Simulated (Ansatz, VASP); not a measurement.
**One calculation of LiF, two programs**

Contents of INCAR:

```
SYSTEM = LiF
PREC = Accurate ; ENCUT = 520
EDIFF = 1E-7 ; ISMEAR = 0
SIGMA = 0.05 ; LREAL = .FALSE.
LASPH = .TRUE. ; NELM = 60
ALGO = Normal ; ISIF = 2
LWAVE = .FALSE. ; LCHARG = .FALSE.
GGA = PE ; NBANDS = 18
```

Contents of KPOINTS:

```
regular mesh
0
G
  9 9 6
  0 0 0
```

The input POSCAR:

```
LiF
1.0
    3.1817004340      0.0000000000      0.0000000000
   -1.5908502170      2.7554334031      0.0000000000
    0.0000000000      0.0000000000      5.2994402429
Li F
2 2
Direct
    0.3333333333      0.6666666667      0.3810713234
    0.6666666667      0.3333333333      0.8810713234
    0.3333333333      0.6666666667      0.9939266766
    0.6666666667      0.3333333333      0.4939266766
```

Input for Ansatz:

```yaml
crystal:
  lattice:
    - [3.181700434, 0.0, 0.0]
    - [-1.590850217, 2.7554334031, 0.0]
    - [0.0, 0.0, 5.2994402429]
  atoms:
    - { symbol: Li, position: [0.3333333333, 0.6666666667, 0.3810713234] }
    - { symbol: Li, position: [0.6666666667, 0.3333333333, 0.8810713234] }
    - { symbol: F, position: [0.3333333333, 0.6666666667, 0.9939266766] }
    - { symbol: F, position: [0.6666666667, 0.3333333333, 0.4939266766] }
basis:
  ecutwfc: 520.0
kpoints:
  mp_grid: { grid: [9, 9, 6] }
hamiltonian:
  xc: pbe
scf:
  occupations: { method: gaussian, width: 0.05 }
output:
  forces: true
  stress: true
  eigenvalues: true
```

Alike in both runs: task single point; functional PBE; k mesh 9 × 9 × 6; occupations gaussian, width 0.05 eV; no spin polarisation.

```csv
,VASP,Ansatz
version,VASP 6.6.1,Ansatz 0.2.0
potentials or method,"VASP PAW PBE potentials, release 64 (Li_sv, F), cutoff 520 eV","scalar-relativistic, plane waves, PAW"
valence electrons in the cell,20,20
```

```csv
,VASP,Ansatz,Ansatz less VASP
gap on the k mesh at the Fermi level (eV),7.08,7.09,+0.009
least direct gap on the mesh (eV),7.08,7.09,+0.009
rms of the force components (eV/Å),0.042,0.039,-0.0036
```

Atom by atom the forces differ by 0.004 eV/Å (rms over components).

Noted on VASP's run: the cutoff is short for stress, so the pressure is rough.
